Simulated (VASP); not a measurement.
Input of a VASP 6.6.1 run:

The input INCAR:

```
SYSTEM = Al
  PREC = Accurate
  ENCUT = 520
  EDIFF = 1E-6
  ISMEAR = 0
  SIGMA = 0.15
  LREAL = .False.
  LASPH = .True.
  NELM = 100
  ALGO = Normal
  ISIF = 2
  LWAVE = .False.
  LCHARG = .False.
  GGA = PE
  IVDW = 12
  NBANDS = 14
```

The input KPOINTS:

```
regular mesh
0
Gamma
  18 18 4
  0 0 0
```

The input POSCAR:

```
Al
1.0
    2.6174000000      0.0000000000      0.0000000000
   -1.3087000000      2.2667348919      0.0000000000
    0.0000000000      0.0000000000     11.2371000000
Al
4
Direct
    0.0000000000      0.0000000000      0.0000000000
    0.3333333333      0.6666666667      0.2500000000
    0.0000000000      0.0000000000      0.5000000000
    0.6666666667      0.3333333333      0.7500000000
```

Potentials or basis: VASP PAW PBE potentials, release 64 (Al).

Launch:

```sh
$ cat potpaw_PBE.64/Al/POTCAR > POTCAR
$ mpirun -np 1 vasp_std > vasp.out
```

(1) What does it give for the band gap on the k mesh?

(2) Predict the pressure.

(3) What does it give for the dispersion energy per atom?

Results:

(1) zero (band 6 reaches 9.79 eV, above the bottom of band 7 at 6.64 eV).

(2) 4.2 GPa.

(3) -0.335 eV.

Caveat: pairwise dispersion overbinds metals, which lowers pressure and volume.
